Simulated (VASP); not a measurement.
Input of a VASP 6.6.1 run:

Contents of INCAR:

```
SYSTEM = PbS
  ALGO = Normal
  EDIFF = 1E-6
  ENCUT = 520
  GGA = RE
  ISIF = 2
  ISMEAR = -1
  LASPH = .TRUE.
  LCHARG = .FALSE.
  LREAL = .FALSE.
  LWAVE = .FALSE.
  NBANDS = 17
  NELM = 100
  PREC = Accurate
  SIGMA = 0.05
```

File KPOINTS:

```
k-points
0
G
  7 7 7
  0 0 0
```

File POSCAR:

```
PbS
1.0
    3.6536590000      0.0000000000      0.0000000000
    0.0000000000      3.6536590000      0.0000000000
    0.0000000000      0.0000000000      3.6536590000
Pb S
1 1
Direct
    0.0000000000      0.0000000000      0.0000000000
    0.5000000000      0.5000000000      0.5000000000
```

Potentials or basis: VASP PAW PBE potentials, release 64 (Pb_d, S).

Run with:

```bash
$ cat potpaw_PBE.64/Pb_d/POTCAR potpaw_PBE.64/S/POTCAR > POTCAR
$ mpirun -np 1 vasp_std > vasp.out
```

(1) What does it give for the band gap on the k mesh?

(2) Estimate the pressure.

Results:

(1) 0.16 eV, indirect (least direct gap 1.47 eV).

(2) 1.4 GPa.

Caveat: the PAW data sets were made with another functional, which shifts forces and pressure a little; spin-orbit coupling is left out, which moves the levels of the heavy elements.
